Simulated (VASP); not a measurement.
# Lu (Im-3m) in VASP: further runs, part 2 of 2

VASP 6.6.1. The steps go on from the part before.

## 3. Single point, PBE

This run uses another cell than the first one, of 30.17 Å³/atom.

INCAR reads:

```
SYSTEM = Lu
ALGO     = Normal         ! electronic algorithm
EDIFF    = 1E-7           ! SCF threshold, eV
ENCUT    = 520            ! plane-wave cutoff, eV
GGA      = PE             ! functional
ISIF     = 2              ! what is computed and relaxed
ISMEAR   = -1             ! smearing method
LASPH    = .TRUE.         ! aspherical terms in the spheres
LCHARG   = .FALSE.        ! write CHGCAR
LREAL    = .FALSE.        ! projectors in reciprocal space
LWAVE    = .FALSE.        ! write WAVECAR
NBANDS   = 18             ! bands
NELM     = 80             ! most SCF steps
PREC     = Accurate       ! precision mode
SIGMA    = 0.06122561905347299 ! smearing width, eV
```

KPOINTS reads:

```
k-points
0
G
  20 20 20
  0 0 0
```

POSCAR reads:

```
Lu
1.0
   -1.9611516079      1.9611516079      1.9611516079
    1.9611516079     -1.9611516079      1.9611516079
    1.9611516079      1.9611516079     -1.9611516079
Lu
1
Direct
    0.0000000000      0.0000000000      0.0000000000
```

Potentials or basis: VASP PAW PBE potentials, release 64 (Lu).

Run with:

```sh
$ cat potpaw_PBE.64/Lu/POTCAR > POTCAR
$ mpirun -np 1 vasp_std > vasp.out
```

OUTCAR:

```text
SYSTEM = Lu
   EDIFF = 1E-7
   ENCUT = 520
   GGA = PE
   ISIF = 2
   ISMEAR = -1
   LASPH = .TRUE.
   LREAL = .FALSE.
   NELM = 80
   PREC = Accurate

 ion  position               nearest neighbor table
   1  0.000  0.000  0.000-

  LATTYP: Found a body centered cubic cell.
 ALAT       =     3.9223032158

  Lattice vectors:

 A1 = (  -1.9611516079,   1.9611516079,   1.9611516079)
 A2 = (   1.9611516079,  -1.9611516079,   1.9611516079)
 A3 = (   1.9611516079,   1.9611516079,  -1.9611516079)

Analysis of symmetry for initial positions (statically):
=====================================================================
 Subroutine PRICEL returns:
 Original cell was already a primitive cell.

 Routine SETGRP: Setting up the symmetry group for a
 body centered cubic supercell.

 Subroutine GETGRP returns: Found 48 space group operations
 (whereof 48 operations were pure point group operations)
 out of a pool of 48 trial point group operations.

The static configuration has the point symmetry O_h .

Analysis of symmetry for dynamics (positions and initial velocities):
=====================================================================
 Subroutine PRICEL returns:
 Original cell was already a primitive cell.

 Routine SETGRP: Setting up the symmetry group for a
 body centered cubic supercell.

 Subroutine GETGRP returns: Found 48 space group operations
 (whereof 48 operations were pure point group operations)
 out of a pool of 48 trial point group operations.

The dynamic configuration has the point symmetry O_h .

 Subroutine INISYM returns: Found 48 space group operations
 (whereof 48 operations are pure point group operations),
 and found     1 'primitive' translations

----------------------------------------------------------------------------------------

                                     Primitive cell

  volume of cell :      30.1713

  direct lattice vectors                    reciprocal lattice vectors
    -1.961151608  1.961151608  1.961151608     0.000000000  0.254952242  0.254952242
     1.961151608 -1.961151608  1.961151608     0.254952242  0.000000000  0.254952242
     1.961151608  1.961151608 -1.961151608     0.254952242  0.254952242  0.000000000

  length of vectors
     3.396814226  3.396814226  3.396814226     0.360556919  0.360556919  0.360556919

  position of ions in fractional coordinates (direct lattice)
     0.000000000  0.000000000  0.000000000

  ion indices of the primitive-cell ions
   primitive index   ion index
                 1           1

----------------------------------------------------------------------------------------

 KPOINTS: k-points

Automatic generation of k-mesh.
 Grid dimensions read from file:
 generate k-points for:   20   20   20

 Generating k-lattice:

  Cartesian coordinates                     Fractional coordinates (reciprocal lattice)
     0.000000000  0.012747612  0.012747612     0.050000000  0.000000000  0.000000000
     0.012747612  0.000000000  0.012747612     0.000000000  0.050000000  0.000000000
     0.012747612  0.012747612  0.000000000     0.000000000  0.000000000  0.050000000

  Length of vectors
     0.018027846  0.018027846  0.018027846

  Shift w.r.t. Gamma in fractional coordinates (k-lattice)
     0.000000000  0.000000000  0.000000000

 Subroutine IBZKPT returns following result:
 ===========================================

 Found    256 irreducible k-points:

 Following reciprocal coordinates:
            Coordinates               Weight
  0.000000  0.000000  0.000000      1.000000
  0.050000  0.000000  0.000000     12.000000
  0.100000  0.000000  0.000000     12.000000
  0.150000  0.000000  0.000000     12.000000
  0.200000  0.000000  0.000000     12.000000
  0.250000  0.000000  0.000000     12.000000
[... 16 lines left out ...]
  0.200000  0.100000  0.000000     48.000000
  0.250000  0.100000  0.000000     48.000000
 [... further k-points ...]
   k-points           NKPTS =    256   k-points in BZ     NKDIM =    256   number of bands    NBANDS=     18
   number of dos      NEDOS =    301   number of ions     NIONS =      1
   total plane-waves  NPLWV =  21952
   dimension x,y,z NGX =    28 NGY =   28 NGZ =   28
   dimension x,y,z NGXF=    56 NGYF=   56 NGZF=   56
   ions per type =               1
   NGX,Y,Z   is equivalent  to a cutoff of  13.70, 13.70, 13.70 a.u.
   NGXF,Y,Z  is equivalent  to a cutoff of  27.41, 27.41, 27.41 a.u.
 SYSTEM =  Lu
   PREC   = accura    normal or accurate (medium, high low for compatibility)
   ISTART =      0    job   : 0-new  1-cont  2-samecut
   ICHARG =      2    charge: 1-file 2-atom 10-const
   ISPIN  =      1    spin polarized calculation?
   LNONCOLLINEAR =      F non collinear calculations
   LSORBIT =      F    spin-orbit coupling
   LASPH  =      T    aspherical Exc in radial PAW
   ENCUT  =  520.0 eV  38.22 Ry    6.18 a.u.   6.32  6.32  6.32*2*pi/ulx,y,z
   NELM   =     80;   NELMIN=  2; NELMDL= -5     # of ELM steps
   EDIFF  = 0.1E-06   stopping-criterion for ELM
   LREAL  =      F    real-space projection
   EDIFFG = 0.1E-05   stopping-criterion for IOM
   NSW    =      0    number of steps for IOM
   IBRION =     -1    ionic relax: 0-MD 1-quasi-New 2-CG
   NFREE  =      0    steps in history (QN), initial steepest desc. (CG)
   ISIF   =      2    stress and relaxation
   ISYM   =      2    0-nonsym 1-usesym 2-fastsym
   POTIM  = 0.5000    time-step for ionic-motion
   TEBEG  =    0.0;   TEEND  =   0.0 temperature during run
   PSTRESS=    0.0 pullay stress
   NELECT =      25.0000    total number of electrons
   NUPDOWN=      -1.0000    fix difference up-down
   EMIN   =  10.00;   EMAX   =-10.00  energy-range for DOS
   EFERMI =   0.00;   METHOD = LEGACY
   ISMEAR =    -1;   SIGMA  =   0.06  broadening in eV -4-tet -1-fermi 0-gaus
   EFERMI_NEDOS =   21; number of points for ismear=-14 and -15
   IALGO  =     38    algorithm
   IMIX   =      4    mixing-type and parameters
     AMIX     =   0.40;   BMIX     =  1.00
     AMIX_MAG =   1.60;   BMIX_MAG =  1.00
  volume/ion in A,a.u.               =      30.17       203.61
  Fermi-wavevector in a.u.,A,eV,Ry     =   1.537648  2.905734 32.169100  2.364362
  Thomas-Fermi vector in A             =   2.644128
   LORBIT       =      0    0 simple, 1 ext, 2 COOP (PROOUT), +10 PAW based schemes
   GGA     = PE    functional components
   LHFCALC =     F    Hartree Fock is set to
   AEXX    =    0.0000 exact exchange contribution
   IVDW    =     0    specifies the selected vdW correction
   LEPSILON=     F    determine dielectric tensor
   LRPA    =     F    only Hartree local field effects (RPA)
 non-spin polarized calculation
  energy-cutoff  :      520.00
  volume of cell :       30.17
 maximum number of plane-waves:       856
 NGX is ok and might be reduce to    28
   NGX = 13   NGY = 13   NGZ = 13

 number of electron      25.0000002 magnetization

 Free energy of the ion-electron system (eV)
  ---------------------------------------------------
  ext. energy  EPLUGINS =         0.00000000
  ---------------------------------------------------
  free energy    TOTEN  =        -4.39365057 eV

  energy without entropy =       -4.36502273  energy(sigma->0) =       -4.37933665

 E-fermi :   2.2321     XC(G=0): -10.5061

 val. band max:        2.2275149647   @ k =  -0.3500  -0.4000   0.0500
 cond. band min:       2.2334005319   @ k =   0.4000   0.2000   0.0000
 fundamental gap:      0.0058855671
 Fermi energy:         2.2320601169

 k-point     1 :       0.0000    0.0000    0.0000
  band No.  band energies     occupation
      1     -54.2499      2.00000
      2     -24.6871      2.00000
      3     -24.6871      2.00000
      4     -24.6871      2.00000
      5      -3.8301      2.00000
      6      -2.9923      2.00000
[... 10 lines left out ...]
     17       6.4812      0.00000
     18      13.7205      0.00000

 k-point     2 :       0.0500    0.0000    0.0000
  band No.  band energies     occupation
      1     -54.2493      2.00000
      2     -24.6984      2.00000
      3     -24.6907      2.00000
      4     -24.6871      2.00000
      5      -3.7593      2.00000
      6      -2.9917      2.00000
[... 10 lines left out ...]
     17       6.4804      0.00000
     18      13.7998      0.00000
[... 442 lines left out ...]
 k-point    24 :       0.2500    0.1000    0.0000
  band No.  band energies     occupation
      1     -54.2311      2.00000
      2     -24.9840      2.00000
      3     -24.7867      2.00000
      4     -24.7029      2.00000
      5      -2.9785      2.00000
      6      -2.9591      2.00000
[... 10 lines left out ...]
     17       6.9430      0.00000
     18      12.2878      0.00000

 [... further k-points ...]

------------------------ aborting loop because EDIFF is reached ----------------------------------------

  FORCE on cell =-STRESS in cart. coord.  units (eV):
  Direction    XX          YY          ZZ          XY          YZ          ZX
  --------------------------------------------------------------------------------------
  -------------------------------------------------------------------------------------
  Total       -0.1214637     -0.1214637     -0.1214637      0.0000000      0.0000000      0.0000000
  in kB       -6.4500587     -6.4500587     -6.4500587      0.0000000      0.0000000      0.0000000
  external PRESSURE =      -6.4500587 kB  Pullay stress =       0.0000000 kB

 VOLUME and BASIS-vectors are now :
 -----------------------------------------------------------------------------
  energy-cutoff  :      520.00
  volume of cell :       30.17
      direct lattice vectors                 reciprocal lattice vectors
    -1.961151608  1.961151608  1.961151608     0.000000000  0.254952242  0.254952242
     1.961151608 -1.961151608  1.961151608     0.254952242  0.000000000  0.254952242
     1.961151608  1.961151608 -1.961151608     0.254952242  0.254952242  0.000000000

 POSITION                                       TOTAL-FORCE (eV/Angst)
 -----------------------------------------------------------------------------------
      0.00000      0.00000      0.00000        -0.000000      0.000000      0.000000
 -----------------------------------------------------------------------------------
    total drift:                                0.000000     -0.000000      0.000000

  FREE ENERGIE OF THE ION-ELECTRON SYSTEM (eV)
  ---------------------------------------------------
  free  energy   TOTEN  =        -4.3936505738 eV

  energy  without entropy=       -4.3650227305  energy(sigma->0) =       -4.37933665
```

It took 66 s on 1 thread of AMD EPYC 9R45 (Zen 5), shared host; peak memory 0.25 GiB.

What came out:

```
Free energy            : -4.3937 eV
Pressure               : -0.6 GPa
Band gap on the k mesh : zero (an odd number of electrons rules out a gap without spin polarisation)
```

Caveat: spin-orbit coupling is left out, which moves the levels of the heavy elements.
